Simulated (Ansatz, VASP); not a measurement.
# One calculation of V, two programs

```
V
1.0
    -1.51435    1.51435    1.51435
     1.51435   -1.51435    1.51435
     1.51435    1.51435   -1.51435
V
1
Cartesian
  0.0000 0.0000 0.0000
```

Alike in both runs: task relaxation of cell and atoms; functional PBE; dispersion D4; k mesh 12 × 12 × 12; occupations fermi-dirac, width 0.05 eV; collinear spin.

|  | VASP | Ansatz |
| --- | --- | --- |
| version | VASP 6.6.1 | Ansatz 0.2.0 |
| potentials or method | VASP PAW PBE potentials, release 64 (V_sv) | Ansatz PAW |
| plane-wave cutoff (eV) | 600 | 420 |
| valence electrons in the cell | 13 | 13 |

|  | VASP | Ansatz | Ansatz less VASP |
| --- | --- | --- | --- |
| gap on the k mesh at the Fermi level, each at its own relaxed structure (eV) | none | none | - |
| net moment per atom (μB) | 0.00 | 0.00 | 0.000 |
| relaxed volume (Å³/atom) | 13.20 | 13.18 | -0.017 |
| relaxed length of the cell vector where the two differ most in proportion (Å) | 2.578 | 2.577 | -0.0011 |

A gap of «none» marks a metal or a gap that the smearing closes.

Noted on Ansatz's run: the plane-wave basis is chosen anew once the cell has moved, so the energies of steps on either side of that aren't comparable.
